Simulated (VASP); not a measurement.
# BeS (F-43m) in VASP: further runs, part 2 of 2

VASP 6.6.1. The steps go on from the part before.

### 5 Relaxation of cell and atoms, r2SCAN, target pressure 2 GPa, at which the enthalpy is minimised

This run uses another cell than the first one, of 14.42 Å³/atom.

POSCAR

```
BeS
1.0
    2.4342244985      2.4342244985      0.0000000000
   -2.4342244985      2.4342244985      0.0000000000
    0.0000000000      2.4342244985      2.4342244985
Be S
1 1
Direct
    0.0000000000      0.0000000000      0.0000000000
    0.7500000000      0.2500000000      0.5000000000
```

INCAR.step1

```
SYSTEM = BeS
PREC = Accurate ; ENCUT = 600
ISMEAR = 0 ; SIGMA = 0.01
LREAL = .FALSE. ; LASPH = .TRUE.
NELM = 60 ; GGA = PE
ALGO = Normal ; EDIFF = 1E-4
LWAVE = .TRUE. ; LCHARG = .FALSE.
```

INCAR.step2

```
SYSTEM = BeS
PREC = Accurate ; ENCUT = 600
EDIFF = 1E-6 ; ISMEAR = 0
SIGMA = 0.01 ; LREAL = .FALSE.
LASPH = .TRUE. ; NELM = 60
ALGO = Normal ; ISIF = 3
LWAVE = .FALSE. ; LCHARG = .FALSE.
METAGGA = R2SCAN ; LMIXTAU = .TRUE.
IBRION = 2 ; NSW = 100
EDIFFG = -0.002 ; PSTRESS = 20.0
ISTART = 1
```

KPOINTS

```
Automatic mesh
0
G
  8 8 8
  0 0 0
```

The run is started by

```
$ cat potpaw_PBE.64/Be/POTCAR potpaw_PBE.64/S/POTCAR > POTCAR
$ cp INCAR.step1 INCAR
$ mpirun -np 1 vasp_std > vasp.out
$ cp INCAR.step2 INCAR
$ mpirun -np 1 vasp_std > vasp.out
```

Wall time 2.2 min (1 thread of Intel Xeon 8259CL, shared host); peak memory 0.16 GiB.

The run converged. Its results:

```
Free energy                                                : -14.7836 eV
Relaxed volume                                             : 14.19 Å³/atom
Relaxed cell                                               : a = 3.424 Å, b = 3.424 Å, c = 3.424 Å, α = 60.00°, β = 60.00°, γ = 90.00°
Space group after relaxing (to 0.1 Å)                      : F-43m (No. 216)
Energy change on relaxing (the run minimises the enthalpy) : +1.6 meV/atom
Ionic steps                                                : 4
Pressure after relaxing                                    : 2.0 GPa
Band gap on the k mesh                                     : 3.56 eV (least direct gap 6.25 eV)
```

Step by step:
| step | energy change (eV) | largest force (eV/Å) | pressure (GPa) | volume (Å³) |
| --- | --- | --- | --- | --- |
| 1 | 0.0000 | 0.0000 | 0.31 | 28.85 |
| 2 | 0.0056 | 0.0000 | 2.57 | 28.22 |
| 3 | 0.0034 | 0.0000 | 2.02 | 28.37 |
| 4 | 0.0033 | 0.0000 | 1.98 | 28.38 |

Final structure:
```cif
data_structure
_symmetry_space_group_name_H-M 'P 1'
_symmetry_Int_Tables_number 1
_cell_length_a 3.4237
_cell_length_b 3.4237
_cell_length_c 3.4237
_cell_angle_alpha 60.000
_cell_angle_beta 60.000
_cell_angle_gamma 90.000
_cell_volume 28.38
loop_
_atom_site_label
_atom_site_type_symbol
_atom_site_fract_x
_atom_site_fract_y
_atom_site_fract_z
_atom_site_occupancy
Be1 Be 0.00000 0.00000 0.00000 1
S1 S 0.75000 0.25000 0.50000 1
```

Levels at points of the mesh, in eV from the valence-band top:
```
           k point  band 1  band 2  band 3  band 4  band 5  band 6  band 7  band 8
(0.00, 0.00, 0.00)  -14.33    0.00    0.00    0.00    6.25    6.25    6.25    6.73
(0.50, 0.00, 0.00)  -12.64   -5.99   -1.07   -1.07    6.12    7.14    7.14   12.09
(0.50, 0.50, 0.00)  -12.06   -5.22   -2.73   -2.73    3.56    5.38   13.91   13.91
```

Caveat: the cell is relaxed towards a set pressure, so the run minimises the enthalpy, not the energy; the PAW data sets were made with another functional, which shifts forces and pressure a little.

### 6 Relaxation of cell and atoms, r2SCAN, target pressure 4 GPa, at which the enthalpy is minimised

This run uses another cell than the first one, of 14.42 Å³/atom.

POSCAR is that of step 5.

INCAR.step1

```
SYSTEM = BeS
PREC = Accurate
ENCUT = 600
ISMEAR = 0
SIGMA = 0.01
LREAL = .False.
LASPH = .True.
NELM = 60
GGA = PE
ALGO = Normal
EDIFF = 1E-4
LWAVE = .True.
LCHARG = .False.
```

INCAR.step2

```
SYSTEM = BeS
PREC = Accurate
ENCUT = 600
EDIFF = 1E-7
ISMEAR = 0
SIGMA = 0.01
LREAL = .False.
LASPH = .True.
NELM = 60
ALGO = Normal
ISIF = 3
LWAVE = .False.
LCHARG = .False.
METAGGA = R2SCAN
LMIXTAU = .True.
IBRION = 2
NSW = 100
EDIFFG = -0.002
PSTRESS = 40.0
ISTART = 1
```

KPOINTS

```
regular mesh
0
Gamma
  8 8 8
  0 0 0
```

Potentials or basis: VASP PAW PBE potentials, release 64 (Be, S).

The run is started by

```
$ cat potpaw_PBE.64/Be/POTCAR potpaw_PBE.64/S/POTCAR > POTCAR
$ cp INCAR.step1 INCAR
$ mpirun -np 1 vasp_std > vasp.out
$ cp INCAR.step2 INCAR
$ mpirun -np 1 vasp_std > vasp.out
```

OUTCAR:

```text
SYSTEM = BeS
   PREC = Accurate
   ENCUT = 600
   EDIFF = 1E-7
   ISMEAR = 0
   LREAL = .False.
   LASPH = .True.
   NELM = 60
   ISIF = 3
   METAGGA = R2SCAN
   IBRION = 2
   NSW = 100
   EDIFFG = -0.002
   PSTRESS = 40.0
   ISTART = 1

 ion  position               nearest neighbor table
   1  0.000  0.000  0.000-   2 2.11   2 2.11   2 2.11   2 2.11
   2  0.750  0.250  0.500-   1 2.11   1 2.11   1 2.11   1 2.11

  LATTYP: Found a face centered cubic cell.
 ALAT       =     4.8684489970

  Lattice vectors:

 A1 = (   0.0000000000,   2.4342244985,   2.4342244985)
 A2 = (   2.4342244985,   0.0000000000,   2.4342244985)
 A3 = (   2.4342244985,   2.4342244985,   0.0000000000)

Analysis of symmetry for initial positions (statically):
=====================================================================
 Subroutine PRICEL returns:
 Original cell was already a primitive cell.

 Routine SETGRP: Setting up the symmetry group for a
 face centered cubic supercell.

 Subroutine GETGRP returns: Found 24 space group operations
 (whereof 24 operations were pure point group operations)
 out of a pool of 48 trial point group operations.

The static configuration has the point symmetry T_d .

Analysis of symmetry for dynamics (positions and initial velocities):
=====================================================================
 Subroutine PRICEL returns:
 Original cell was already a primitive cell.

 Routine SETGRP: Setting up the symmetry group for a
 face centered cubic supercell.

 Subroutine GETGRP returns: Found 24 space group operations
 (whereof 24 operations were pure point group operations)
 out of a pool of 48 trial point group operations.

The dynamic configuration has the point symmetry T_d .

 Subroutine INISYM returns: Found 24 space group operations
 (whereof 24 operations are pure point group operations),
 and found     1 'primitive' translations

[... 127 lines left out ...]
 Gauss-broadening in eV      SIGMA  =   0.01
  energy-cutoff  :      600.00
  volume of cell :       28.85
 maximum number of plane-waves:       982
   NGX = 13   NGY = 13   NGZ = 13

--------------------------------------- Ionic step        1  -------------------------------------------

 number of electron       7.9999999 magnetization

 Free energy of the ion-electron system (eV)
  ---------------------------------------------------
  ext. energy  EPLUGINS =         0.00000000
  ---------------------------------------------------
  free energy    TOTEN  =       -14.78686398 eV

  energy without entropy =      -14.78686398  energy(sigma->0) =      -14.78686398

------------------------ aborting loop because EDIFF is reached ----------------------------------------

  FORCE on cell =-STRESS in cart. coord.  units (eV):
  Direction    XX          YY          ZZ          XY          YZ          ZX
  --------------------------------------------------------------------------------------
  -------------------------------------------------------------------------------------
  Total        0.0555847      0.0555847      0.0555847     -0.0000000     -0.0000000      0.0000000
  in kB        3.0871205      3.0871205      3.0871205     -0.0000000     -0.0000000      0.0000000
  external PRESSURE =     -36.9128795 kB  Pullay stress =      40.0000000 kB
[... 63 lines left out ...]
--------------------------------------- Ionic step        3  -------------------------------------------

 number of electron       8.0000000 magnetization

 Free energy of the ion-electron system (eV)
  ---------------------------------------------------
  ext. energy  EPLUGINS =         0.00000000
  ---------------------------------------------------
  free energy    TOTEN  =       -14.77371304 eV

  energy without entropy =      -14.77371304  energy(sigma->0) =      -14.77371304

 E-fermi :   4.3447     XC(G=0): -10.2880

 val. band max:        4.2205578172   @ k =   0.0000   0.0000   0.0000
 cond. band min:       7.7379902650   @ k =   0.5000   0.5000   0.0000
 fundamental gap:      3.5174324478
 Fermi energy:         4.3447260321

 k-point     1 :       0.0000    0.0000    0.0000
  band No.  band energies     occupation
      1     -10.2463      2.00000
      2       4.2206      2.00000
      3       4.2206      2.00000
      4       4.2206      2.00000
      5      10.4617      0.00000
      6      10.4617      0.00000
      7      10.4617      0.00000
      8      11.1278      0.00000
[... 243 lines left out ...]
 k-point    24 :       0.5000    0.2500    0.1250
  band No.  band energies     occupation
      1      -8.1983      2.00000
      2      -1.3362      2.00000
      3       1.2920      2.00000
      4       2.2780      2.00000
      5      10.8449      0.00000
      6      11.4932      0.00000
      7      14.2074      0.00000
      8      15.5828      0.00000

 [... further k-points ...]

------------------------ aborting loop because EDIFF is reached ----------------------------------------

  FORCE on cell =-STRESS in cart. coord.  units (eV):
  Direction    XX          YY          ZZ          XY          YZ          ZX
  --------------------------------------------------------------------------------------
  -------------------------------------------------------------------------------------
  Total        0.6981570      0.6981570      0.6981570      0.0000000      0.0000000      0.0000000
  in kB       40.1703689     40.1703689     40.1703689      0.0000000      0.0000000      0.0000000
  external PRESSURE =       0.1703689 kB  Pullay stress =      40.0000000 kB
[... 21 lines left out ...]
  energy  without entropy=      -14.7737130370  energy(sigma->0) =      -14.77371304

  enthalpy is  TOTEN    =       -14.0785170439 eV   P V=        0.6951959931

 reached required accuracy - stopping structural energy minimisation
```

OUTCAR.step1:

```text
SYSTEM = BeS
   PREC = Accurate
   ENCUT = 600
   ISMEAR = 0
   LREAL = .False.
   LASPH = .True.
[... 485 lines left out ...]
      0.00000      0.00000      0.00000         0.000000      0.000000      0.000000
      1.21711      3.65134      1.21711        -0.000000     -0.000000      0.000000
 -----------------------------------------------------------------------------------
    total drift:                                0.000000      0.000000      0.000000

  FREE ENERGIE OF THE ION-ELECTRON SYSTEM (eV)
  ---------------------------------------------------
  free  energy   TOTEN  =       -10.0133122699 eV

  energy  without entropy=      -10.0133122699  energy(sigma->0) =      -10.01331227
```

Run time: 3.6 min. Hardware: 1 thread of Intel Xeon 8259CL, shared host; peak memory 0.16 GiB.

Results:

* Free energy: -14.7737 eV
* Relaxed volume: 13.92 Å³/atom
* Relaxed cell: a = 3.402 Å, b = 3.402 Å, c = 3.402 Å, α = 60.00°, β = 60.00°, γ = 90.00°
* Space group after relaxing (to 0.1 Å): F-43m (No. 216)
* Energy change on relaxing (the run minimises the enthalpy): +6.6 meV/atom
* Ionic steps: 3
* Pressure after relaxing: 4.0 GPa
* Band gap on the k mesh: 3.52 eV (least direct gap 6.24 eV)

The path:
| step | energy change (eV) | largest force (eV/Å) | pressure (GPa) | volume (Å³) |
| --- | --- | --- | --- | --- |
| 1 | 0.0000 | 0.0000 | 0.31 | 28.85 |
| 2 | 0.0239 | 0.0000 | 5.52 | 27.48 |
| 3 | 0.0132 | 0.0000 | 4.02 | 27.85 |

Final structure:
```
CELL_PARAMETERS angstrom
2.40571 2.40571 0.00000
-2.40571 2.40571 0.00000
0.00000 2.40571 2.40571
ATOMIC_POSITIONS crystal
Be 0.00000 0.00000 0.00000
S 0.75000 0.25000 0.50000
```

Levels at points of the mesh, in eV from the valence-band top:
| k point | band 2 | band 3 | band 4 | band 5 | band 6 | band 7 |
| --- | --- | --- | --- | --- | --- | --- |
| (0.00, 0.00, 0.00) | 0.00 | 0.00 | 0.00 | 6.24 | 6.24 | 6.24 |
| (0.50, 0.00, 0.00) | -6.12 | -1.09 | -1.09 | 6.19 | 7.13 | 7.13 |
| (0.50, 0.50, 0.00) | -5.32 | -2.80 | -2.80 | 3.52 | 5.36 | 14.06 |

Caveat: the cell is relaxed towards a set pressure, so the run minimises the enthalpy, not the energy; the PAW data sets were made with another functional, which shifts forces and pressure a little.

### 7 Overview

| task | cell | cutoff (eV) | gap on the mesh (eV) | pressure (GPa) |
| --- | --- | --- | --- | --- |
| single point | a = 3.467 Å, angles 60.0, 60.0, 90.0°, 2 atoms | 520 | 3.64 | -1.7 |
| relaxation of cell and atoms | relaxed to -2 GPa from a = 3.443 Å, angles 60.0, 60.0, 90.0°, 2 atoms | 600 | 3.65 | -2.0 |
| relaxation of cell and atoms | relaxed to 2 GPa from a = 3.443 Å, angles 60.0, 60.0, 90.0°, 2 atoms | 600 | 3.56 | 2.0 |
| relaxation of cell and atoms | relaxed to 4 GPa from a = 3.443 Å, angles 60.0, 60.0, 90.0°, 2 atoms | 600 | 3.52 | 4.0 |

Alike in all rows: level r2SCAN; potentials or basis VASP PAW PBE potentials, release 64 (Be, S); no spin polarisation; k mesh 8 × 8 × 8; smearing gaussian 0.01 eV.

Caveats: the PAW data sets were made with another functional, which shifts forces and pressure a little; the cell is relaxed towards a set pressure, so the run minimises the enthalpy, not the energy (at least some runs).

Absolute energies hang on the potentials; compare differences alone.
